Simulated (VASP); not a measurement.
Write the native input for VASP 6.6.1 that does the following.

```yaml
Task: relaxation of cell and atoms
Functional: PBE
Potentials_or_basis: VASP PAW PBE potentials, release 64 (Be, Pd, S)
Cutoff: 600 eV
k_mesh: 6 × 6 × 6
Occupations: gaussian, width 0.1 eV
Spin: no spin polarisation
Dipole_correction: no
Further_INCAR_settings: ALGO = Normal; EDIFF = 1e-06; IBRION = 2; EDIFFG = -0.04; NSW = 90; ISIF = 3
```

The structure of Be3Pd2S lies in POSCAR:

```
Be3Pd2S
1.0
    5.3209128100      0.0000000000      0.0000000000
   -2.6604564000      4.6080456600      0.0000000000
    0.0000000000      0.0000000000      2.8798459400
Be Pd S
3 2 1
Direct
    0.5000000000      0.0000000000      0.5000000000
    0.5000000000      0.5000000000      0.5000000000
    0.0000000000      0.5000000000      0.5000000000
    0.3333333300      0.6666666700      0.0000000000
    0.6666666700      0.3333333300      0.0000000000
    0.0000000000      0.0000000000      0.0000000000
```

The input as run:

INCAR

```
SYSTEM = Be3Pd2S
PREC = Accurate
ENCUT = 600
EDIFF = 1E-6
ISMEAR = 0
SIGMA = 0.1
LREAL = .FALSE.
LASPH = .TRUE.
NELM = 60
ALGO = Normal
ISIF = 3
LWAVE = .FALSE.
LCHARG = .FALSE.
GGA = PE
IBRION = 2
NSW = 90
EDIFFG = -0.04
```

KPOINTS

```
regular mesh
0
G
  6 6 6
  0 0 0
```

Potentials or basis: VASP PAW PBE potentials, release 64 (Be, Pd, S).

Launch:

```console
$ cat potpaw_PBE.64/Be/POTCAR potpaw_PBE.64/Pd/POTCAR potpaw_PBE.64/S/POTCAR > POTCAR
$ mpirun -np 1 vasp_std > vasp.out
```

Results of the run:

- Relaxed volume: 13.05 Å³/atom
- Relaxed cell: a = 4.933 Å, b = 4.933 Å, c = 3.717 Å, α = 90.00°, β = 90.00°, γ = 120.00°
- Space group after relaxing (to 0.05 Å): P6/mmm (No. 191)
- Energy gained by relaxing: 363.5 meV/atom
- Ionic steps: 18
- Pressure after relaxing: -0.1 GPa
- Band gap on the k mesh: zero (band 16 reaches 8.49 eV, above the bottom of band 17 at 6.34 eV)

Caveat: the k points lie up to 0.28 Å⁻¹ apart in the final cell.

Wall time 8.3 min on 1 thread of Intel(R) Xeon(R) 6975P-C (Granite Rapids), on a shared host, peak memory 0.26 GiB.
